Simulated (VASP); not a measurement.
Wanted: the native input for a VASP 6.6.1 run.

```
Task                   : single point
Functional             : PBEsol
Potentials or basis    : VASP PAW PBE potentials, release 64 (Pt)
Cutoff                 : 520 eV
k mesh                 : 26 × 26 × 26
Occupations            : gaussian, width 0.15 eV
Spin                   : no spin polarisation
Dipole correction      : no
Further INCAR settings : ALGO = Fast; EDIFF = 1e-06; NBANDS = 11
```

The structure of Pt lies in POSCAR:

```
Pt
1.0
    0.0000000000      1.9590303455      1.9590303455
    1.9590303455      0.0000000000      1.9590303455
    1.9590303455      1.9590303455      0.0000000000
Pt
1
Direct
    0.0000000000      0.0000000000      0.0000000000
```

One way to write it, as run:

INCAR

```
SYSTEM = Pt
PREC = Accurate ; ENCUT = 520
EDIFF = 1E-6 ; ISMEAR = 0
SIGMA = 0.15 ; LREAL = .FALSE.
LASPH = .TRUE. ; NELM = 100
ALGO = Fast ; ISIF = 2
LWAVE = .FALSE. ; LCHARG = .FALSE.
GGA = PS ; NBANDS = 11
```

KPOINTS

```
regular mesh
0
G
  26 26 26
  0 0 0
```

Potentials or basis: VASP PAW PBE potentials, release 64 (Pt).

Launch:

```sh
$ cat potpaw_PBE.64/Pt/POTCAR > POTCAR
$ mpirun -np 1 vasp_std > vasp.out
```

It gave:

```
Pressure               : -0.3 GPa
Band gap on the k mesh : zero (bands 5 and 6 overlap by 2.25 eV)
```

Caveat: the PAW data sets were made with another functional, which shifts forces and pressure a little; spin-orbit coupling is left out, which moves the levels of the heavy elements.

Run time: 51 s on 1 thread of AMD EPYC 9R45 96-Core Processor (Zen 5), on a shared host, peak memory 0.18 GiB.
